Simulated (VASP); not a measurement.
# Si16C (a cell with a defect) in VASP: further runs, part 2 of 2

VASP 6.6.1. Earlier steps stand in the parts before.

### 3 Single point, PBEsol, collinear spin, ferromagnetic start

Input file INCAR:

```
SYSTEM = Si16C
ALGO = Normal ; EDIFF = 1E-7
ENCUT = 520 ; GGA = PS
ISIF = 2 ; ISMEAR = -1
ISPIN = 2 ; LASPH = .True.
LCHARG = .False. ; LORBIT = 11
LREAL = Auto ; LWAVE = .False.
MAGMOM = 0 0 0 0 0 0 0 0 0 0 0 0 0 0 0 0 1 ; NBANDS = 52
NELM = 150 ; PREC = Accurate
SIGMA = 0.02
```

Input file KPOINTS:

```
k-points
0
Gamma
  2 2 2
  0 0 0
```

Input file POSCAR:

```
Si16C
1.0
    0.0000000000      5.4300000000      5.4300000000
    5.4300000000      0.0000000000      5.4300000000
    5.4300000000      5.4300000000      0.0000000000
Si C
16 1
Direct
   -0.0057734807     -0.0212799263      0.0279465930
    0.1679189687      0.0761325967      0.1263167587
    0.0225782689     -0.0216022099      0.5107918969
    0.1617679558      0.1174033149      0.6293738490
   -0.0015653775      0.4530386740      0.0322651934
    0.1101749540      0.6282044199      0.1159392265
    0.0167311234      0.5051657459      0.4667311234
    0.1203038674      0.6083885820      0.6571362799
    0.5429373849     -0.0017034991     -0.0916298343
    0.6248987109      0.1217679558      0.0820626151
    0.5162430939     -0.0272191529      0.4668324125
    0.6466482505      0.1730755064      0.5391712707
    0.4917587477      0.4773204420     -0.0389963168
    0.6321823204      0.5741712707      0.1337845304
    0.4625782689      0.5896500921      0.6064088398
    0.7179097606      0.6924401473      0.7018324125
    0.6244843462      0.4650000000      0.4142817680
```

Potentials or basis: VASP PAW PBE potentials, release 64 (Si, C).

The run is started by

```console
$ cat potpaw_PBE.64/Si/POTCAR potpaw_PBE.64/C/POTCAR > POTCAR
$ mpirun -np 1 vasp_std > vasp.out
```

OUTCAR:

```text
SYSTEM = Si16C
   EDIFF = 1E-7
   ENCUT = 520
   GGA = PS
   ISIF = 2
   ISMEAR = -1
   ISPIN = 2
   LASPH = .True.
   LORBIT = 11
   LREAL = Auto
   NELM = 150
   PREC = Accurate

 ion  position               nearest neighbor table
   1  0.994  0.979  0.028-   6 2.21   2 2.34  10 2.36   4 2.52
   2  0.168  0.076  0.126-   1 2.34   5 2.38   3 2.42   9 2.43
   3  0.023  0.978  0.511-   8 2.33   2 2.42  12 2.45   4 2.49
   4  0.162  0.117  0.629-  11 2.27   7 2.45   3 2.49   1 2.52
   5  0.998  0.453  0.032-  14 2.30   6 2.35   8 2.36   2 2.38
   6  0.110  0.628  0.116-   7 2.21   1 2.21   5 2.35  13 2.42
   7  0.017  0.505  0.467-   6 2.21  16 2.40   4 2.45   8 2.52
   8  0.120  0.608  0.657-   3 2.33   5 2.36  15 2.39   7 2.52  16 2.69
   9  0.543  0.998  0.908-  12 2.34  10 2.40   2 2.43  14 2.72  16 2.88
  10  0.625  0.122  0.082-  13 2.23   1 2.36   9 2.40  11 2.42
  11  0.516  0.973  0.467-   4 2.27  10 2.42  16 2.42  12 2.57  15 2.76
  12  0.647  0.173  0.539-  17 1.90   9 2.34   3 2.45  11 2.57  15 2.98  16 3.09  14 3.10
  13  0.492  0.477  0.961-  10 2.23  16 2.41   6 2.42  15 2.51  14 2.59
  14  0.632  0.574  0.134-  17 1.86   5 2.30  13 2.59   9 2.72  16 2.77  12 3.10
  15  0.463  0.590  0.606-  17 1.74   8 2.39  13 2.51  11 2.76  16 2.93  12 2.98
  16  0.718  0.692  0.702-   7 2.40  13 2.41  11 2.42   8 2.69  14 2.77   9 2.88  15 2.93  12 3.09

  17  0.624  0.465  0.414-  15 1.74  14 1.86  12 1.90

  LATTYP: Found a face centered cubic cell.
 ALAT       =    10.8600000000

  Lattice vectors:

 A1 = (   0.0000000000,   5.4300000000,   5.4300000000)
 A2 = (   5.4300000000,   0.0000000000,   5.4300000000)
 A3 = (   5.4300000000,   5.4300000000,   0.0000000000)

Analysis of symmetry for initial positions (statically):
=====================================================================
 Subroutine PRICEL returns:
 Original cell was already a primitive cell.

 Routine SETGRP: Setting up the symmetry group for a
 face centered cubic supercell.

 Subroutine GETGRP returns: Found  1 space group operations
[... 593 lines left out ...]

 spin component 2

 k-point     1 :       0.0000    0.0000    0.0000
  band No.  band energies     occupation
      1      -7.0068      1.00000
      2      -5.4387      1.00000
      3      -3.8202      1.00000
      4      -3.6634      1.00000
      5      -3.6468      1.00000
      6      -3.3314      1.00000
[... 381 lines left out ...]
     45       9.8024      0.00000
     46      10.0299      0.00000
 [bands above 46 left out]

------------------------ aborting loop because EDIFF is reached ----------------------------------------

  FORCE on cell =-STRESS in cart. coord.  units (eV):
  Direction    XX          YY          ZZ          XY          YZ          ZX
  --------------------------------------------------------------------------------------
  -------------------------------------------------------------------------------------
  Total        2.5244223     -4.1564632     -5.0325910     -2.7667552     -0.2103468     -2.5778795
  in kB       12.6311564    -20.7972081    -25.1809863    -13.8436891     -1.0524877    -12.8986340
  external PRESSURE =     -11.1156793 kB  Pullay stress =       0.0000000 kB

 VOLUME and BASIS-vectors are now :
 -----------------------------------------------------------------------------
  energy-cutoff  :      520.00
  volume of cell :      320.21
      direct lattice vectors                 reciprocal lattice vectors
     0.000000000  5.430000000  5.430000000    -0.092081031  0.092081031  0.092081031
     5.430000000  0.000000000  5.430000000     0.092081031 -0.092081031  0.092081031
     5.430000000  5.430000000  0.000000000     0.092081031  0.092081031 -0.092081031

 POSITION                                       TOTAL-FORCE (eV/Angst)
 -----------------------------------------------------------------------------------
      5.46620      5.55040     10.71310         0.068993     -1.537393      1.917456
      1.09930      1.59770      1.32520         0.371082      0.166828      0.116350
      8.08630      2.89620      5.43530         0.336982     -0.168415      0.650898
      4.05500      4.29590      1.51590         0.759906     -1.321951     -1.420639
      2.63520      5.59670      7.88150        -0.541055     -0.268816      0.340394
      4.04070      1.22780      4.00940        -1.775203      0.172619     -0.077756
[... 9 lines left out ...]
      7.57090      7.70920      7.65820        -0.256039     -0.407063      0.137133
      4.77450      5.64050      5.91590        -1.915448     -0.135663     -0.798494
 -----------------------------------------------------------------------------------
    total drift:                               -0.004459      0.004704      0.002181

  FREE ENERGIE OF THE ION-ELECTRON SYSTEM (eV)
  ---------------------------------------------------
  free  energy   TOTEN  =       -95.0529523298 eV

  energy  without entropy=      -95.0442170789  energy(sigma->0) =      -95.04858470

 total charge

# of ion       s       p       d       tot
------------------------------------------
    1        0.749   0.946   0.000   1.696
    2        0.751   0.899   0.000   1.649
    3        0.762   0.875   0.000   1.637
    4        0.755   0.881   0.000   1.636
    5        0.767   0.912   0.000   1.679
    6        0.754   0.983   0.000   1.737
[... 9 lines left out ...]
   16        0.828   0.779   0.000   1.606
   17        0.882   1.563   0.000   2.445
--------------------------------------------------
tot         13.139  15.756   0.000  28.895

 magnetization (x)

# of ion       s       p       d       tot
------------------------------------------
    1       -0.000   0.000   0.000   0.000
    2        0.000   0.000   0.000   0.000
    3        0.000   0.000   0.000   0.000
    4        0.000   0.000   0.000   0.000
    5        0.000   0.000   0.000   0.000
    6        0.000   0.000   0.000   0.000
[... 9 lines left out ...]
   16        0.000   0.000   0.000   0.000
   17        0.000   0.000   0.000   0.000
--------------------------------------------------
tot          0.000   0.000   0.000   0.000
```

stdout:

```text
POSCAR found type information on POSCAR SiC
 POSCAR found :  2 types and      17 ions
 scaLAPACK will be used
 -----------------------------------------------------------------------------
|                                                                             |
|                                                                             |
|     You enforced a specific xc type in the INCAR file but a different       |
|     I HOPE YOU KNOW WHAT YOU ARE DOING!                                     |
|                                                                             |
 -----------------------------------------------------------------------------

 LDA part: xc-table for (Slater+PW92), standard interpolation
 POSCAR, INCAR and KPOINTS ok, starting setup
 FFT: planning ... GRIDC
 FFT: planning ... GRID_SOFT
 FFT: planning ... GRID
 WAVECAR not read
 entering main loop
```

Run time: 14 min. Hardware: 1 thread of Oxide Virtual Turin-like, shared host; peak memory 0.67 GiB.

Results:

```
Free energy                                           : -95.0530 eV
Pressure                                              : -1.1 GPa
Largest force                                         : 2.809 eV/Å
Band gap on the k mesh                                : zero (filled and empty bands overlap)
Net moment                                            : 0.00 μB per cell
Valence electrons inside the program's atomic spheres : Si 1.70, 1.65, 1.64, 1.68, 1.74, 1.66, 1.61, 1.62, 1.67; C 2.44
```

Forces on the atoms (eV/Å):
```
Si   0.069 -1.537  1.917
Si   0.371  0.167  0.116
Si   0.337 -0.168  0.651
Si   0.760 -1.322 -1.421
Si  -0.541 -0.269  0.340
Si  -1.775  0.173 -0.078
Si   0.991  2.451 -0.948
Si  -0.489 -0.505 -0.202
Si   0.643  0.975 -1.327
Si  -1.018  1.141 -1.098
Si  -0.084  0.300  0.569
Si  -0.470 -0.006  0.454
Si   1.203 -0.567  0.974
Si   0.529 -0.500  0.360
Si   1.646  0.211  0.353
Si  -0.256 -0.407  0.137
C   -1.915 -0.136 -0.798
```

Caveat: the k points lie up to 0.50 Å⁻¹ apart; the PAW data sets were made with another functional, which shifts forces and pressure a little.

### 4 Single point, PBEsol, collinear spin, ferromagnetic start

Input file INCAR:

```
SYSTEM = Si16C
ALGO = Normal
EDIFF = 1E-7
ENCUT = 520
GGA = PS
ISIF = 2
ISMEAR = -1
ISPIN = 2
LASPH = .True.
LCHARG = .False.
LORBIT = 11
LREAL = Auto
LWAVE = .False.
MAGMOM = 0 0 0 0 0 0 0 0 0 0 0 0 0 0 0 0 1
NBANDS = 52
NELM = 150
PREC = Accurate
SIGMA = 0.02
```

KPOINTS is that of step 3.

Input file POSCAR:

```
Si16C
1.0
    0.0000000000      5.4300000000      5.4300000000
    5.4300000000      0.0000000000      5.4300000000
    5.4300000000      5.4300000000      0.0000000000
Si C
16 1
Direct
    0.0094106814      0.0013075506     -0.0218600368
    0.1536556169      0.0860865562      0.1486464088
    0.0244475138     -0.0221823204      0.5246132597
    0.1486556169      0.1183977901      0.6298526703
    0.0040515654      0.4487845304      0.0271639042
    0.1221270718      0.6100644567      0.1095488029
    0.0108379374      0.4784069982      0.5000092081
    0.1385174954      0.5993830571      0.6288305709
    0.5028821363      0.0139502762     -0.0740791897
    0.6364548803      0.0880939227      0.0926243094
    0.5260589319     -0.0289686924      0.4662799263
    0.6505524862      0.1786003683      0.5240515654
    0.4918139963      0.4859023941     -0.0277440147
    0.6330755064      0.5788766114      0.1194843462
    0.4676611418      0.5998342541      0.6141252302
    0.7190423573      0.7122099448      0.6990055249
    0.5965377532      0.4560589319      0.4269981584
```

Potentials or basis: VASP PAW PBE potentials, release 64 (Si, C).

The run is started by

```console
$ cat potpaw_PBE.64/Si/POTCAR potpaw_PBE.64/C/POTCAR > POTCAR
$ mpirun -np 1 vasp_std > vasp.out
```

OUTCAR:

```text
SYSTEM = Si16C
   EDIFF = 1E-7
   ENCUT = 520
   GGA = PS
   ISIF = 2
   ISMEAR = -1
   ISPIN = 2
   LASPH = .True.
   LORBIT = 11
   LREAL = Auto
   NELM = 150
   PREC = Accurate

 ion  position               nearest neighbor table
   1  0.009  0.001  0.978-   4 2.19  10 2.36   6 2.46   2 2.53
   2  0.154  0.086  0.149-   5 2.29   9 2.30   3 2.36   1 2.53
   3  0.024  0.978  0.525-   4 2.32   2 2.36   8 2.38  12 2.49
   4  0.149  0.118  0.630-   1 2.19   7 2.26   3 2.32  11 2.40
   5  0.004  0.449  0.027-   2 2.29   6 2.29  14 2.34   8 2.50
   6  0.122  0.610  0.110-   5 2.29  13 2.32   7 2.45   1 2.46
   7  0.011  0.478  0.500-   4 2.26   8 2.37  16 2.42   6 2.45
   8  0.139  0.599  0.629-   7 2.37   3 2.38  15 2.47   5 2.50  16 2.71
   9  0.503  0.014  0.926-   2 2.30  10 2.38  12 2.54  14 2.75  16 2.91
  10  0.636  0.088  0.093-  11 2.35   1 2.36   9 2.38  13 2.50
  11  0.526  0.971  0.466-  16 2.34  10 2.35   4 2.40  12 2.51  15 2.67
  12  0.651  0.179  0.524-  17 1.76   3 2.49  11 2.51   9 2.54  16 2.99  14 3.09  15 3.10
  13  0.492  0.486  0.972-   6 2.32  14 2.40  16 2.49  10 2.50  15 2.51
  14  0.633  0.579  0.119-  17 1.98   5 2.34  13 2.40  16 2.67   9 2.75  12 3.09
  15  0.468  0.600  0.614-  17 1.83   8 2.47  13 2.51  11 2.67  16 2.90  12 3.10
  16  0.719  0.712  0.699-  11 2.34   7 2.42  13 2.49  14 2.67   8 2.71  15 2.90   9 2.91  12 2.99

  17  0.597  0.456  0.427-  12 1.76  15 1.83  14 1.98

  LATTYP: Found a face centered cubic cell.
 ALAT       =    10.8600000000

  Lattice vectors:

 A1 = (   0.0000000000,   5.4300000000,   5.4300000000)
 A2 = (   5.4300000000,   0.0000000000,   5.4300000000)
 A3 = (   5.4300000000,   5.4300000000,   0.0000000000)

Analysis of symmetry for initial positions (statically):
=====================================================================
 Subroutine PRICEL returns:
 Original cell was already a primitive cell.

 Routine SETGRP: Setting up the symmetry group for a
 face centered cubic supercell.

 Subroutine GETGRP returns: Found  1 space group operations
[... 595 lines left out ...]

 spin component 2

 k-point     1 :       0.0000    0.0000    0.0000
  band No.  band energies     occupation
      1      -6.9016      1.00000
      2      -5.3936      1.00000
      3      -3.8651      1.00000
      4      -3.7622      1.00000
      5      -3.6077      1.00000
      6      -3.2744      1.00000
[... 381 lines left out ...]
     45       9.8172      0.00000
     46      10.0740      0.00000
 [bands above 46 left out]

------------------------ aborting loop because EDIFF is reached ----------------------------------------

  FORCE on cell =-STRESS in cart. coord.  units (eV):
  Direction    XX          YY          ZZ          XY          YZ          ZX
  --------------------------------------------------------------------------------------
  -------------------------------------------------------------------------------------
  Total       -0.5003715     -4.1056607     -4.3189844     -1.6422724      1.1815093     -0.9595617
  in kB       -2.5036505    -20.5430134    -21.6103963     -8.2172458      5.9117795     -4.8012467
  external PRESSURE =     -14.8856867 kB  Pullay stress =       0.0000000 kB

 VOLUME and BASIS-vectors are now :
 -----------------------------------------------------------------------------
  energy-cutoff  :      520.00
  volume of cell :      320.21
      direct lattice vectors                 reciprocal lattice vectors
     0.000000000  5.430000000  5.430000000    -0.092081031  0.092081031  0.092081031
     5.430000000  0.000000000  5.430000000     0.092081031 -0.092081031  0.092081031
     5.430000000  5.430000000  0.000000000     0.092081031  0.092081031 -0.092081031

 POSITION                                       TOTAL-FORCE (eV/Angst)
 -----------------------------------------------------------------------------------
      5.31840      5.36240      0.05820         1.072996      2.056986     -1.437983
      1.27460      1.64150      1.30180        -0.666062     -0.830394     -0.824005
      8.15820      2.98140      5.44230        -0.608531     -0.824430     -0.767463
      4.06300      4.22730      1.45010        -1.330034     -0.350639      0.723166
      2.58440      0.16950      2.45890        -0.494927     -1.284544      0.805427
      3.90750      1.25800      3.97580         1.401227      0.199701      0.286058
[... 9 lines left out ...]
      7.66290      7.70000      7.77170        -0.492219      0.406270     -0.216980
      4.79500      5.55780      5.71560         0.296184     -1.639511      1.012145
 -----------------------------------------------------------------------------------
    total drift:                               -0.005651     -0.002381     -0.010897

  FREE ENERGIE OF THE ION-ELECTRON SYSTEM (eV)
  ---------------------------------------------------
  free  energy   TOTEN  =       -95.2085200461 eV

  energy  without entropy=      -95.2016940017  energy(sigma->0) =      -95.20510702

 total charge

# of ion       s       p       d       tot
------------------------------------------
    1        0.748   0.935   0.000   1.683
    2        0.752   0.926   0.000   1.678
    3        0.766   0.888   0.000   1.654
    4        0.755   0.979   0.000   1.733
    5        0.763   0.923   0.000   1.687
    6        0.752   0.916   0.000   1.668
[... 9 lines left out ...]
   16        0.837   0.776   0.000   1.613
   17        0.880   1.542   0.000   2.422
--------------------------------------------------
tot         13.156  15.670   0.000  28.826

 magnetization (x)

# of ion       s       p       d       tot
------------------------------------------
    1       -0.000   0.000   0.000   0.000
    2       -0.000  -0.000   0.000  -0.000
    3        0.000   0.000   0.000   0.000
    4       -0.000  -0.000   0.000  -0.000
    5        0.000   0.000   0.000   0.000
    6       -0.000   0.000   0.000  -0.000
[... 9 lines left out ...]
   16        0.000   0.000   0.000   0.000
   17        0.000  -0.000   0.000  -0.000
--------------------------------------------------
tot          0.000   0.000   0.000   0.000
```

OSZICAR:

```text
N       E                     dE             d eps       ncg     rms          rms(c)
DAV:   1     0.153769645593E+03    0.15377E+03   -0.25853E+04  1664   0.107E+03
DAV:   2    -0.815420549576E+02   -0.23531E+03   -0.22069E+03  2016   0.164E+02
DAV:   3    -0.982204820386E+02   -0.16678E+02   -0.16247E+02  2136   0.386E+01
DAV:   4    -0.986548575288E+02   -0.43438E+00   -0.43240E+00  2096   0.742E+00
DAV:   5    -0.986654560905E+02   -0.10599E-01   -0.10591E-01  2128   0.114E+00    0.159E+01
DAV:   6    -0.954672155891E+02    0.31982E+01   -0.90002E+00  2664   0.122E+01    0.896E+00
DAV:   7    -0.953256220984E+02    0.14159E+00   -0.40711E+00  1840   0.628E+00    0.468E+00
DAV:   8    -0.952308989908E+02    0.94723E-01   -0.69911E-01  2184   0.270E+00    0.150E+00
DAV:   9    -0.952044784190E+02    0.26421E-01   -0.99184E-02  2232   0.131E+00    0.630E-01
DAV:  10    -0.952087491178E+02   -0.42707E-02   -0.38135E-02  1944   0.562E-01    0.349E-01
DAV:  11    -0.952082813281E+02    0.46779E-03   -0.33898E-03  2352   0.216E-01    0.136E-01
DAV:  12    -0.952085081781E+02   -0.22685E-03   -0.13774E-03  1912   0.121E-01    0.606E-02
DAV:  13    -0.952085113626E+02   -0.31845E-05   -0.12797E-04  2232   0.402E-02    0.272E-02
DAV:  14    -0.952085189240E+02   -0.75615E-05   -0.31745E-05  1968   0.213E-02    0.119E-02
DAV:  15    -0.952085196784E+02   -0.75433E-06   -0.31986E-06  2160   0.677E-03    0.431E-03
DAV:  16    -0.952085199590E+02   -0.28061E-06   -0.10374E-06  1920   0.340E-03    0.169E-03
DAV:  17    -0.952085200461E+02   -0.87059E-07   -0.59942E-08  1152   0.950E-04
   1 F= -.95208520E+02 E0= -.95205107E+02  d E =-.682604E-02  mag=     0.0000
```

Run time: 12 min. Hardware: 1 thread of Oxide Virtual Turin-like, shared host; peak memory 0.68 GiB.

Results:

```
Free energy                                           : -95.2085 eV
Pressure                                              : -1.5 GPa
Largest force                                         : 2.730 eV/Å
Band gap on the k mesh                                : zero (filled and empty bands overlap)
Net moment                                            : 0.00 μB per cell
Valence electrons inside the program's atomic spheres : Si 1.68, 1.65, 1.73, 1.69, 1.67, 1.62, 1.64, 1.59, 1.61; C 2.42
```

Forces in eV/Å, atoms in the order of the input:
```
Si   1.073  2.057 -1.438
Si  -0.666 -0.830 -0.824
Si  -0.609 -0.824 -0.767
Si  -1.330 -0.351  0.723
Si  -0.495 -1.285  0.805
Si   1.401  0.200  0.286
Si   0.068 -0.853  1.229
Si   0.690  0.592 -0.177
Si  -0.821  1.129 -0.017
Si   0.140 -0.643  0.760
Si   0.458 -0.308 -0.142
Si  -0.393  1.619 -1.625
Si  -0.732  0.649 -0.224
Si   1.578  0.382  0.242
Si  -0.166 -0.301  0.373
Si  -0.492  0.406 -0.217
C    0.296 -1.640  1.012
```

Caveat: the k points lie up to 0.50 Å⁻¹ apart; the PAW data sets were made with another functional, which shifts forces and pressure a little.
